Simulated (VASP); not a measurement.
# Dy3TaF2: single point with PBE

Crystal: Dy3TaF2.

```
CELL_PARAMETERS angstrom
6.77568 0.00000 0.00000
-3.38784 5.86791 0.00000
0.00000 0.00000 2.91582
ATOMIC_POSITIONS crystal
Dy 0.00000 0.50000 0.00000
Dy 0.50000 0.00000 0.00000
Dy 0.50000 0.50000 0.00000
Ta 0.00000 0.00000 0.50000
F 0.33333 0.66667 0.50000
F 0.66667 0.33333 0.50000
```

The cell was generated, and may not be a known phase.

```json
{
  "Program": "VASP 6.6.1",
  "Task": "single point",
  "Functional": "PBE",
  "Potentials or basis": "VASP PAW PBE potentials, release 64 (Dy, Ta_pv, F)",
  "Cutoff": "800 eV",
  "k mesh": "6 × 6 × 12",
  "Occupations": "gaussian, width 0.1 eV",
  "Spin": "no spin polarisation"
}
```

```yaml
Pressure: -0.5 GPa
Band_gap_on_the_k_mesh: zero (an odd number of electrons rules out a gap without spin polarisation)
```

Stress tensor (GPa, compression positive):
```
-0.06  0.00  0.00
 0.00 -0.06  0.00
 0.00  0.00 -1.23
```

Levels at points of the mesh, in eV from the Fermi level:
| k point | band 40 | band 41 | band 42 | band 43 | band 44 | band 45 | band 46 | band 47 |
| --- | --- | --- | --- | --- | --- | --- | --- | --- |
| (0.00, 0.00, 0.00) | -0.04 | -0.04 | -0.02 | -0.02 | 0.01 | 0.03 | 0.03 | 0.16 |
| (0.50, 0.00, 0.00) | -0.04 | -0.03 | -0.03 | -0.01 | 0.00 | 0.01 | 0.03 | 0.09 |
| (0.00, 0.00, 0.50) | -0.05 | 0.00 | 0.02 | 0.05 | 0.05 | 0.14 | 0.14 | 0.14 |
| (0.50, 0.00, 0.50) | -0.01 | 0.01 | 0.01 | 0.05 | 0.07 | 0.09 | 0.13 | 0.14 |

Wall time 22 min on 4 MPI ranks on Intel(R) Xeon(R) Platinum 8375C CPU @ 2.90GHz (Ice Lake), with other jobs on the host, peak memory 1.2 GiB a rank.

Caveat: spin-orbit coupling is left out, which moves the levels of the heavy elements; the run has no spin polarisation, though such a crystal can be magnetic; semilocal functionals describe open f shells poorly, which spoils levels, moments and volumes. With open d or f shells a metallic result of PBE can be an artefact of self-interaction; +U or a hybrid may open a gap.
